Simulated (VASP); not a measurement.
Input of a VASP 6.6.1 run:

The input INCAR:

```
SYSTEM = CuI
PREC     = Accurate       ! precision mode
ENCUT    = 520            ! plane-wave cutoff, eV
EDIFF    = 1E-7           ! SCF threshold, eV
ISMEAR   = -1             ! smearing method
SIGMA    = 0.05           ! smearing width, eV
LREAL    = .False.        ! projectors in reciprocal space
LASPH    = .True.         ! aspherical terms in the spheres
NELM     = 60             ! most SCF steps
ALGO     = Normal         ! electronic algorithm
ISIF     = 2              ! what is computed and relaxed
LWAVE    = .False.        ! write WAVECAR
LCHARG   = .False.        ! write CHGCAR
GGA      = PE             ! functional
NBANDS   = 16             ! bands
```

The input KPOINTS:

```
regular mesh
0
Gamma
  8 8 8
  0 0 0
```

File POSCAR:

```
CuI
1.0
    0.0000000000      3.0315000000      3.0315000000
    3.0315000000      0.0000000000      3.0315000000
    3.0315000000      3.0315000000      0.0000000000
I Cu
1 1
Direct
    0.0000000000      0.0000000000      0.0000000000
    0.7500000000      0.7500000000      0.7500000000
```

Potentials or basis: VASP PAW PBE potentials, release 64 (I, Cu).

Launch:

```console
$ cat potpaw_PBE.64/I/POTCAR potpaw_PBE.64/Cu/POTCAR > POTCAR
$ mpirun -np 1 vasp_std > vasp.out
```

**Question.** Predict the pressure.

**Answer.** 0.3 GPa.

**Question.** Estimate the band gap on the k mesh.

**Answer.** 1.14 eV, direct.

Caveat: spin-orbit coupling is left out, which moves the levels of the heavy elements. Expect the measured gap to be larger: semilocal functionals such as PBE lack the derivative discontinuity.
